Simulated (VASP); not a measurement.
# Yb (Im-3m) in VASP: notebook

The runs below take Yb through single point, relaxation of cell and atoms, with PBEsol.

All numbers are computed with VASP 6.6.1; they aren't measurements. Logs are shortened: lines on timing, memory, paths and dates and some standing lists are left out, and cuts for length are marked.

### 1 The cell of the first run

It takes space group Im-3m (No. 229, cubic). Conventional cell: a = 4.145 Å, b = 4.145 Å, c = 4.145 Å, α = 90.00°, β = 90.00°, γ = 90.00°. Within 4.7 Å of Yb (site symmetry m-3m) lie 14 Yb at 3.59 to 4.15 Å.

This isn't the form of Yb at room conditions, which is fcc.

### 2 Single point, PBEsol (35.61 Å³/atom)

Input file INCAR:

```
SYSTEM = Yb
ALGO = Normal
EDIFF = 1E-6
ENCUT = 520
GGA = PS
ISIF = 2
ISMEAR = -1
LASPH = .True.
LCHARG = .True.
LELF = .True.
LREAL = .False.
LVHAR = .True.
LWAVE = .False.
NBANDS = 18
NELM = 80
PREC = Accurate
SIGMA = 0.1
```

Input file KPOINTS:

```
k-points
0
Gamma
  13 13 13
  0 0 0
```

Input file POSCAR:

```
Yb
1.0
   -2.0725158816      2.0725158816      2.0725158816
    2.0725158816     -2.0725158816      2.0725158816
    2.0725158816      2.0725158816     -2.0725158816
Yb
1
Direct
    0.0000000000      0.0000000000      0.0000000000
```

Potentials or basis: VASP PAW PBE potentials, release 64 (Yb).

Started as:

```
> cat potpaw_PBE.64/Yb/POTCAR > POTCAR
> mpirun -np 1 vasp_std > vasp.out
```

OUTCAR:

```text
SYSTEM = Yb
   EDIFF = 1E-6
   ENCUT = 520
   GGA = PS
   ISIF = 2
   ISMEAR = -1
   LASPH = .True.
   LREAL = .False.
   NELM = 80
   PREC = Accurate

 ion  position               nearest neighbor table
   1  0.000  0.000  0.000-

  LATTYP: Found a body centered cubic cell.
 ALAT       =     4.1450317632

  Lattice vectors:

 A1 = (  -2.0725158816,   2.0725158816,   2.0725158816)
 A2 = (   2.0725158816,  -2.0725158816,   2.0725158816)
 A3 = (   2.0725158816,   2.0725158816,  -2.0725158816)

Analysis of symmetry for initial positions (statically):
=====================================================================
 Subroutine PRICEL returns:
 Original cell was already a primitive cell.

 Routine SETGRP: Setting up the symmetry group for a
 body centered cubic supercell.

 Subroutine GETGRP returns: Found 48 space group operations
 (whereof 48 operations were pure point group operations)
 out of a pool of 48 trial point group operations.

The static configuration has the point symmetry O_h .

Analysis of symmetry for dynamics (positions and initial velocities):
=====================================================================
 Subroutine PRICEL returns:
 Original cell was already a primitive cell.

 Routine SETGRP: Setting up the symmetry group for a
 body centered cubic supercell.

 Subroutine GETGRP returns: Found 48 space group operations
 (whereof 48 operations were pure point group operations)
 out of a pool of 48 trial point group operations.

The dynamic configuration has the point symmetry O_h .

 Subroutine INISYM returns: Found 48 space group operations
 (whereof 48 operations are pure point group operations),
 and found     1 'primitive' translations

----------------------------------------------------------------------------------------

                                     Primitive cell

  volume of cell :      35.6085

  direct lattice vectors                    reciprocal lattice vectors
    -2.072515882  2.072515882  2.072515882     0.000000000  0.241252675  0.241252675
     2.072515882 -2.072515882  2.072515882     0.241252675  0.000000000  0.241252675
     2.072515882  2.072515882 -2.072515882     0.241252675  0.241252675  0.000000000

  length of vectors
     3.589702806  3.589702806  3.589702806     0.341182805  0.341182805  0.341182805

  position of ions in fractional coordinates (direct lattice)
[... 65 lines left out ...]
   NGX,Y,Z   is equivalent  to a cutoff of  12.97, 12.97, 12.97 a.u.
   NGXF,Y,Z  is equivalent  to a cutoff of  25.93, 25.93, 25.93 a.u.
 SYSTEM =  Yb
   PREC   = accura    normal or accurate (medium, high low for compatibility)
   ISTART =      0    job   : 0-new  1-cont  2-samecut
   ICHARG =      2    charge: 1-file 2-atom 10-const
   ISPIN  =      1    spin polarized calculation?
   LNONCOLLINEAR =      F non collinear calculations
   LSORBIT =      F    spin-orbit coupling
   LASPH  =      T    aspherical Exc in radial PAW
   ENCUT  =  520.0 eV  38.22 Ry    6.18 a.u.   6.67  6.67  6.67*2*pi/ulx,y,z
   NELM   =     80;   NELMIN=  2; NELMDL= -5     # of ELM steps
   EDIFF  = 0.1E-05   stopping-criterion for ELM
   LREAL  =      F    real-space projection
   EDIFFG = 0.1E-04   stopping-criterion for IOM
   NSW    =      0    number of steps for IOM
   IBRION =     -1    ionic relax: 0-MD 1-quasi-New 2-CG
   NFREE  =      0    steps in history (QN), initial steepest desc. (CG)
   ISIF   =      2    stress and relaxation
   ISYM   =      2    0-nonsym 1-usesym 2-fastsym
   POTIM  = 0.5000    time-step for ionic-motion
   TEBEG  =    0.0;   TEEND  =   0.0 temperature during run
   PSTRESS=    0.0 pullay stress
   NELECT =      24.0000    total number of electrons
   NUPDOWN=      -1.0000    fix difference up-down
   EMIN   =  10.00;   EMAX   =-10.00  energy-range for DOS
   EFERMI =   0.00;   METHOD = LEGACY
   ISMEAR =    -1;   SIGMA  =   0.10  broadening in eV -4-tet -1-fermi 0-gaus
   EFERMI_NEDOS =   21; number of points for ismear=-14 and -15
   IALGO  =     38    algorithm
   IMIX   =      4    mixing-type and parameters
     AMIX     =   0.40;   BMIX     =  1.00
     AMIX_MAG =   1.60;   BMIX_MAG =  1.00
  volume/ion in A,a.u.               =      35.61       240.30
  Fermi-wavevector in a.u.,A,eV,Ry     =   1.435360  2.712436 28.031500  2.060257
  Thomas-Fermi vector in A             =   2.554667
   LORBIT       =      0    0 simple, 1 ext, 2 COOP (PROOUT), +10 PAW based schemes
   GGA     = PS    functional components
   LHFCALC =     F    Hartree Fock is set to
   AEXX    =    0.0000 exact exchange contribution
   IVDW    =     0    specifies the selected vdW correction
   LEPSILON=     F    determine dielectric tensor
   LRPA    =     F    only Hartree local field effects (RPA)
 non-spin polarized calculation
  energy-cutoff  :      520.00
  volume of cell :       35.61
 maximum number of plane-waves:       971
   NGX = 13   NGY = 13   NGZ = 13

 number of electron      23.9999986 magnetization

 Free energy of the ion-electron system (eV)
  ---------------------------------------------------
  ext. energy  EPLUGINS =         0.00000000
  ---------------------------------------------------
  free energy    TOTEN  =        -3.94031680 eV

  energy without entropy =       -3.85776777  energy(sigma->0) =       -3.89904228

 E-fermi :   1.4988     XC(G=0):  -9.6111

 val. band max:        1.4963659047   @ k =  -0.3846   0.4615   0.3077
 cond. band min:       1.5239800478   @ k =  -0.3846  -0.4615   0.2308
 fundamental gap:      0.0276141431
 Fermi energy:         1.4988286393

 k-point     1 :       0.0000    0.0000    0.0000
  band No.  band energies     occupation
      1     -50.3309      2.00000
      2     -22.4830      2.00000
      3     -22.4830      2.00000
      4     -22.4830      2.00000
      5      -3.7110      2.00000
      6       0.9127      1.99432
[... 481 lines left out ...]
      5      -1.4127      2.00000
      6       0.9298      1.99326
[... 10 lines left out ...]
     17       6.9572      0.00000
     18      10.8129      0.00000

 [... further k-points ...]
[... 5 lines left out ...]
  --------------------------------------------------------------------------------------
  -------------------------------------------------------------------------------------
  Total       -0.5999161     -0.5999161     -0.5999161     -0.0000000     -0.0000000      0.0000000
  in kB      -26.9927719    -26.9927719    -26.9927719     -0.0000000     -0.0000000      0.0000000
  external PRESSURE =     -26.9927719 kB  Pullay stress =       0.0000000 kB

 VOLUME and BASIS-vectors are now :
 -----------------------------------------------------------------------------
  energy-cutoff  :      520.00
  volume of cell :       35.61
      direct lattice vectors                 reciprocal lattice vectors
    -2.072515882  2.072515882  2.072515882     0.000000000  0.241252675  0.241252675
     2.072515882 -2.072515882  2.072515882     0.241252675  0.000000000  0.241252675
     2.072515882  2.072515882 -2.072515882     0.241252675  0.241252675  0.000000000

 POSITION                                       TOTAL-FORCE (eV/Angst)
 -----------------------------------------------------------------------------------
      0.00000      0.00000      0.00000         0.000000      0.000000      0.000000
 -----------------------------------------------------------------------------------
    total drift:                                0.000000     -0.000000     -0.000000

  FREE ENERGIE OF THE ION-ELECTRON SYSTEM (eV)
  ---------------------------------------------------
  free  energy   TOTEN  =        -3.9403167992 eV

  energy  without entropy=       -3.8577677680  energy(sigma->0) =       -3.89904228
```

Wall time 97 s (1 thread of Intel Xeon Platinum 8259CL at 2.50GHz (Skylake/Cascade Lake), shared host); peak memory 0.21 GiB.

Results:

| Item | Value |
| --- | --- |
| Free energy | -3.9403 eV |
| Pressure | -2.7 GPa |
| Band gap on the k mesh | zero (bands 12 and 13 overlap by 0.54 eV) |

Caveat: the PAW data sets were made with another functional, which shifts forces and pressure a little; spin-orbit coupling is left out, which moves the levels of the heavy elements.

### 3 Relaxation of cell and atoms, PBEsol

This run uses another cell than the first one, of 41.28 Å³/atom.

Input file INCAR:

```
  PREC = Accurate
  ENCUT = 600
  EDIFF = 1E-7
  ISMEAR = -1
  SIGMA = 0.1
  LREAL = F
  LASPH = T
  NELM = 60
  ALGO = Normal
  ISIF = 3
  LWAVE = F
  LCHARG = F
  GGA = PS
  IBRION = 2
  NSW = 80
  EDIFFG = -0.01
```

Input file KPOINTS:

```
regular mesh
0
Gamma
  10 10 10
```

Input file POSCAR:

```
Yb
1.0
   -2.1771999128      2.1771999128      2.1771999128
    2.1771999128     -2.1771999128      2.1771999128
    2.1771999128      2.1771999128     -2.1771999128
Yb
1
Direct
    0.0000000000      0.0000000000      0.0000000000
```

Potentials or basis: VASP PAW PBE potentials, release 64 (Yb).

Started as:

```
> cat potpaw_PBE.64/Yb/POTCAR > POTCAR
> mpirun -np 1 vasp_std > vasp.out
```

Run time: 15 min. Hardware: 1 thread of Intel Xeon Platinum 8259CL at 2.50GHz (Skylake/Cascade Lake), shared host; peak memory 0.23 GiB.

Results (log left out):

```yaml
Free_energy: -3.9766 eV
Relaxed_volume: 31.70 Å³/atom
Relaxed_cell: a = 3.453 Å, b = 3.453 Å, c = 3.453 Å, α = 109.47°, β = 109.47°, γ = 109.47°
Space_group_after_relaxing_to_0.1_Å: Im-3m (No. 229)
Energy_gained_by_relaxing: 146.9 meV/atom
Ionic_steps: 12
Pressure_after_relaxing: 0.0 GPa
Band_gap_on_the_k_mesh: zero (bands 12 and 13 overlap by 0.54 eV)
```

Step by step:
| step | energy change (eV) | largest force (eV/Å) | pressure (GPa) | volume (Å³) |
| --- | --- | --- | --- | --- |
| 1 | 0.0000 | 0.0000 | -3.55 | 41.28 |
| 2 | -0.1065 | 0.0000 | -2.26 | 36.06 |
| 3 | -0.1337 | 0.0000 | -1.58 | 33.99 |
| 4 | -0.1416 | 0.0000 | 1.17 | 30.08 |
| 5 | -0.1470 | 0.0000 | -0.07 | 31.59 |
| 6 | -0.1470 | 0.0000 | 0.15 | 31.41 |
| 7 | -0.1470 | 0.0000 | 0.11 | 31.57 |
| 8 | -0.1464 | 0.0000 | -0.21 | 32.01 |
| 9 | -0.1469 | 0.0000 | -0.23 | 31.72 |
| 10 | -0.1470 | 0.0000 | 0.18 | 31.62 |
| 11 | -0.1470 | 0.0000 | 0.08 | 31.67 |
| 12 | -0.1469 | 0.0000 | -0.01 | 31.70 |

Final structure:
```
Yb
1.0
    -1.99365    1.99365    1.99365
     1.99365   -1.99365    1.99365
     1.99365    1.99365   -1.99365
Yb
1
Direct
  0.00000 0.00000 0.00000
```

Levels at points of the mesh, in eV from the Fermi level:
| k point | band 10 | band 11 | band 12 | band 13 | band 14 | band 15 |
| --- | --- | --- | --- | --- | --- | --- |
| (0.00, 0.00, 0.00) | -0.45 | -0.45 | -0.41 | 2.97 | 2.97 | 2.97 |
| (0.50, 0.00, 0.00) | -0.49 | -0.46 | -0.44 | 0.93 | 1.16 | 4.88 |
| (0.50, 0.50, 0.50) | -0.56 | -0.44 | -0.44 | -0.44 | 5.93 | 5.93 |

Caveat: the volume moved by over 15 % at a fixed basis, so the end points are rough; the PAW data sets were made with another functional, which shifts forces and pressure a little; spin-orbit coupling is left out, which moves the levels of the heavy elements. Spin polarisation is off, so any magnetic state and its effect on volume and gap are missing.

### 4 Single point, PBEsol

This run uses another cell than the first one, of 31.79 Å³/atom.

Input file INCAR:

```
  PREC = Accurate
  ENCUT = 520
  EDIFF = 1E-6
  ISMEAR = -1
  SIGMA = 0.1
  LREAL = False
  LASPH = True
  NELM = 80
  ALGO = Normal
  ISIF = 2
  LWAVE = False
  LCHARG = True
  GGA = PS
  LELF = True
  LVHAR = True
  NBANDS = 18
```

Input file KPOINTS:

```
regular mesh
0
Gamma
  18 18 18
```

Input file POSCAR:

```
Yb
1.0
   -1.9956843869      1.9956843869      1.9956843869
    1.9956843869     -1.9956843869      1.9956843869
    1.9956843869      1.9956843869     -1.9956843869
Yb
1
Direct
    0.0000000000      0.0000000000      0.0000000000
```

Potentials or basis: VASP PAW PBE potentials, release 64 (Yb).

Started as:

```
> cat potpaw_PBE.64/Yb/POTCAR > POTCAR
> mpirun -np 1 vasp_std > vasp.out
```

OUTCAR:

```text
PREC = Accurate
   ENCUT = 520
   EDIFF = 1E-6
   ISMEAR = -1
   LREAL = False
   LASPH = True
   NELM = 80
   ISIF = 2
   GGA = PS

 ion  position               nearest neighbor table
   1  0.000  0.000  0.000-

  LATTYP: Found a body centered cubic cell.
 ALAT       =     3.9913687738

  Lattice vectors:

 A1 = (  -1.9956843869,   1.9956843869,   1.9956843869)
 A2 = (   1.9956843869,  -1.9956843869,   1.9956843869)
 A3 = (   1.9956843869,   1.9956843869,  -1.9956843869)

Analysis of symmetry for initial positions (statically):
=====================================================================
 Subroutine PRICEL returns:
 Original cell was already a primitive cell.

 Routine SETGRP: Setting up the symmetry group for a
 body centered cubic supercell.

 Subroutine GETGRP returns: Found 48 space group operations
 (whereof 48 operations were pure point group operations)
 out of a pool of 48 trial point group operations.

The static configuration has the point symmetry O_h .

Analysis of symmetry for dynamics (positions and initial velocities):
=====================================================================
 Subroutine PRICEL returns:
 Original cell was already a primitive cell.

 Routine SETGRP: Setting up the symmetry group for a
 body centered cubic supercell.

 Subroutine GETGRP returns: Found 48 space group operations
 (whereof 48 operations were pure point group operations)
 out of a pool of 48 trial point group operations.

The dynamic configuration has the point symmetry O_h .

 Subroutine INISYM returns: Found 48 space group operations
 (whereof 48 operations are pure point group operations),
 and found     1 'primitive' translations

[... 98 lines left out ...]
   ISIF   =      2    stress and relaxation
   ISYM   =      2    0-nonsym 1-usesym 2-fastsym
   POTIM  = 0.5000    time-step for ionic-motion
   TEBEG  =    0.0;   TEEND  =   0.0 temperature during run
   PSTRESS=    0.0 pullay stress
   NELECT =      24.0000    total number of electrons
   NUPDOWN=      -1.0000    fix difference up-down
   EMIN   =  10.00;   EMAX   =-10.00  energy-range for DOS
   EFERMI =   0.00;   METHOD = LEGACY
   ISMEAR =    -1;   SIGMA  =   0.10  broadening in eV -4-tet -1-fermi 0-gaus
   EFERMI_NEDOS =   21; number of points for ismear=-14 and -15
   IALGO  =     38    algorithm
   IMIX   =      4    mixing-type and parameters
     AMIX     =   0.40;   BMIX     =  1.00
     AMIX_MAG =   1.60;   BMIX_MAG =  1.00
  volume/ion in A,a.u.               =      31.79       214.55
  Fermi-wavevector in a.u.,A,eV,Ry     =   1.490619  2.816862 30.231407  2.221946
  Thomas-Fermi vector in A             =   2.603378
   LORBIT       =      0    0 simple, 1 ext, 2 COOP (PROOUT), +10 PAW based schemes
   GGA     = PS    functional components
   LHFCALC =     F    Hartree Fock is set to
   AEXX    =    0.0000 exact exchange contribution
   IVDW    =     0    specifies the selected vdW correction
   LEPSILON=     F    determine dielectric tensor
   LRPA    =     F    only Hartree local field effects (RPA)
 non-spin polarized calculation
  energy-cutoff  :      520.00
  volume of cell :       31.79
 maximum number of plane-waves:       889
 NGX is ok and might be reduce to    28
   NGX = 13   NGY = 13   NGZ = 13

 number of electron      23.9999998 magnetization

 Free energy of the ion-electron system (eV)
  ---------------------------------------------------
  ext. energy  EPLUGINS =         0.00000000
  ---------------------------------------------------
  free energy    TOTEN  =        -3.97169016 eV

  energy without entropy =       -3.89533418  energy(sigma->0) =       -3.93351217

 E-fermi :   1.8465     XC(G=0): -10.1341

 val. band max:        1.8445770718   @ k =   0.2778   0.2222   0.1667
 cond. band min:       1.8864565419   @ k =  -0.3889  -0.3889   0.1111
 fundamental gap:      0.0418794701
 Fermi energy:         1.8465135502

 k-point     1 :       0.0000    0.0000    0.0000
  band No.  band energies     occupation
      1     -49.8832      2.00000
      2     -21.9517      2.00000
      3     -21.9517      2.00000
      4     -21.9517      2.00000
      5      -3.5911      2.00000
      6       1.2320      1.99572
[... 481 lines left out ...]
      5       0.1027      2.00000
      6       1.2415      1.99530
[... 10 lines left out ...]
     17       9.5973      0.00000
     18      10.5851      0.00000

 [... further k-points ...]
[... 5 lines left out ...]
  --------------------------------------------------------------------------------------
  -------------------------------------------------------------------------------------
  Total       -0.0414439     -0.0414439     -0.0414439      0.0000000      0.0000000     -0.0000000
  in kB       -2.0885035     -2.0885035     -2.0885035      0.0000000      0.0000000     -0.0000000
  external PRESSURE =      -2.0885035 kB  Pullay stress =       0.0000000 kB

 VOLUME and BASIS-vectors are now :
 -----------------------------------------------------------------------------
  energy-cutoff  :      520.00
  volume of cell :       31.79
      direct lattice vectors                 reciprocal lattice vectors
    -1.995684387  1.995684387  1.995684387     0.000000000  0.250540618  0.250540618
     1.995684387 -1.995684387  1.995684387     0.250540618  0.000000000  0.250540618
     1.995684387  1.995684387 -1.995684387     0.250540618  0.250540618  0.000000000

 POSITION                                       TOTAL-FORCE (eV/Angst)
 -----------------------------------------------------------------------------------
      0.00000      0.00000      0.00000         0.000000      0.000000      0.000000
 -----------------------------------------------------------------------------------
    total drift:                               -0.000000     -0.000000     -0.000000

  FREE ENERGIE OF THE ION-ELECTRON SYSTEM (eV)
  ---------------------------------------------------
  free  energy   TOTEN  =        -3.9716901636 eV

  energy  without entropy=       -3.8953341845  energy(sigma->0) =       -3.93351217
```

It took 3.5 min on 1 thread of Intel Xeon Platinum 8259CL at 2.50GHz (Skylake/Cascade Lake), shared host; peak memory 0.26 GiB.

Results:

```yaml
Free_energy: -3.9717 eV
Pressure: -0.2 GPa
Band_gap_on_the_k_mesh: zero (bands 12 and 13 overlap by 0.75 eV)
```

Levels at points of the mesh, in eV from the Fermi level:
```tsv
k point	band 8	band 9	band 10	band 11	band 12	band 13	band 14	band 15	band 16	band 17
(0.00, 0.00, 0.00)	-0.61	-0.45	-0.45	-0.45	-0.41	2.97	2.97	2.97	5.11	5.11
(0.50, 0.00, 0.00)	-0.56	-0.49	-0.49	-0.46	-0.44	0.92	1.17	4.88	5.96	8.08
(0.50, 0.50, 0.50)	-0.55	-0.55	-0.55	-0.44	-0.44	-0.44	5.91	5.91	5.91	7.36
```

Caveat: the PAW data sets were made with another functional, which shifts forces and pressure a little; spin-orbit coupling is left out, which moves the levels of the heavy elements. Spin polarisation is off, so any magnetic state and its effect on volume and gap are missing.

### 5 Overview

| task | cell | k mesh | cutoff (eV) | gap on the mesh (eV) | pressure (GPa) |
| --- | --- | --- | --- | --- | --- |
| single point | a = 3.590 Å, angles 109.5°, 1 atom | 13 × 13 × 13 | 520 | none | -2.7 |
| relaxation of cell and atoms | relaxed from a = 3.771 Å, angles 109.5°, 1 atom | 10 × 10 × 10 | 600 | none | 0.0 |
| single point | a = 3.457 Å, angles 109.5°, 1 atom | 18 × 18 × 18 | 520 | none | -0.2 |

Alike in all rows: level PBEsol; potentials or basis VASP PAW PBE potentials, release 64 (Yb); no spin polarisation; smearing fermi-dirac 0.1 eV.

Caveats: the PAW data sets were made with another functional, which shifts forces and pressure a little; spin-orbit coupling is left out, which moves the levels of the heavy elements; the volume moved by over 15 % at a fixed basis, so the end points are rough (at least some runs).

Total energies depend on the potentials used, so only differences within one code and one set of settings carry meaning.
